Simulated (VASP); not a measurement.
Runs of VASP 6.6.1 on Se. The structure is that of space group Im-3m (No. 229), or close to it. The cells are those of the table. This isn't the form of Se at room conditions, which is trigonal, of chains.

```csv
cell,k mesh,smearing,gap on the mesh (eV),pressure (GPa)
"a = 2.145 Å, angles 109.5°, 1 atom",15 × 15 × 15,fermi-dirac 0.05 eV,none,599.1
"a = 2.456 Å, angles 109.5°, 1 atom","15 × 15 × 15, shifted",fermi-dirac 0.08 eV,none,(a)
"a = 2.811 Å, angles 109.5°, 1 atom",15 × 15 × 15,fermi-dirac 0.08 eV,none,(b)
"a = 2.912 Å, angles 109.5°, 1 atom",15 × 15 × 15,methfessel-paxton 0.001 eV,none,-0.1
"a = 2.585 Å, angles 109.5°, 1 atom",15 × 15 × 15,fermi-dirac 0.08 eV,none,70.4
"a = 2.912 Å, angles 109.5°, 1 atom",15 × 15 × 15,fermi-dirac 0.08 eV,none,0.1
```

Alike in all rows: task single point; level LDA; potentials or basis VASP PAW LDA potentials, release 64 (Se); no spin polarisation; cutoff (eV) 500.

Q: Fill in the values left out.

A: (a) 143.1; (b) 12.0.

Caveats: the cell stands under pressure (at least some runs).

A k mesh can miss the band edges, and the runs leave out spin-orbit coupling on Se.

A gap of «none» marks levels without a gap at the run's occupations.
